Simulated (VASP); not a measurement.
Here is a VASP 6.6.1 calculation.

Contents of INCAR:

```
SYSTEM = HfN
PREC     = Accurate       ! precision mode
ENCUT    = 600            ! plane-wave cutoff, eV
EDIFF    = 1E-6           ! SCF threshold, eV
ISMEAR   = 1              ! smearing method
SIGMA    = 0.1            ! smearing width, eV
LREAL    = .False.        ! projectors in reciprocal space
LASPH    = .True.         ! aspherical terms in the spheres
NELM     = 100            ! most SCF steps
ALGO     = Normal         ! electronic algorithm
ISIF     = 3              ! what is computed and relaxed
LWAVE    = .False.        ! write WAVECAR
LCHARG   = .False.        ! write CHGCAR
GGA      = PE             ! functional
IBRION   = 2              ! ionic algorithm
NSW      = 80             ! ionic steps
EDIFFG   = -0.005         ! ionic threshold
```

KPOINTS

```
regular mesh
0
Gamma
  15 15 15
  0 0 0
```

POSCAR

```
HfN
1.0
    0.0000000000      2.2558601000      2.2558601000
    2.2558601000      0.0000000000      2.2558601000
    2.2558601000      2.2558601000      0.0000000000
Hf N
1 1
Direct
    0.0000000000      0.0000000000      0.0000000000
    0.5000000000      0.5000000000      0.5000000000
```

Potentials or basis: VASP PAW PBE potentials, release 64 (Hf_pv, N).

Launch:

```sh
$ cat potpaw_PBE.64/Hf_pv/POTCAR potpaw_PBE.64/N/POTCAR > POTCAR
$ mpirun -np 1 vasp_std > vasp.out
```

Question: Estimate the relaxed cell.

Answer: a = 3.206 Å, b = 3.206 Å, c = 3.206 Å, α = 60.00°, β = 60.00°, γ = 60.00°.

Question: Predict the relaxed volume.

Answer: 11.65 Å³/atom.

The path:
```csv
step,energy change (eV),largest force (eV/Å),pressure (GPa),volume (Å³)
1,0.0000,0.0000,4.10,22.96
2,0.0103,0.0000,-7.00,23.95
3,-0.0043,0.0000,-0.02,23.30
```
